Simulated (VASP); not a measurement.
Co, 2 atoms in the cell. The structure is hexagonal, space group P6_3/mmc (No. 194). The conventional cell has a = 2.458 Å, b = 2.458 Å, c = 3.961 Å, α = 90.00°, β = 90.00°, γ = 120.00°. Within 3.2 Å of Co (site symmetry -6m2) lie 12 Co at 2.44 to 2.46 Å. 

- Program: VASP 6.6.1
- Task: single point
- Functional: PBE
- Potentials or basis: VASP PAW PBE potentials, release 64 (Co)
- Cutoff: 600 eV
- k mesh: 15 × 15 × 8
- Occupations: methfessel-paxton, width 0.1 eV
- Spin: no spin polarisation
- Dipole correction: no
- Further INCAR settings: ALGO = Normal; EDIFF = 1e-06; NBANDS = 16

Potentials or basis: VASP PAW PBE potentials, release 64 (Co).

Run with:

```sh
$ cat potpaw_PBE.64/Co/POTCAR > POTCAR
$ mpirun -np 1 vasp_std > vasp.out
```

Hardware: 1 thread of AMD EPYC 9R45 (Zen 5), on a shared host.

**Question.** How long does it take, and how much memory?

**Answer.** It took 30 s on 1 thread of AMD EPYC 9R45 (Zen 5) (shared host), peak memory 0.13 GiB. Counts: scf iterations 11, k points 135.
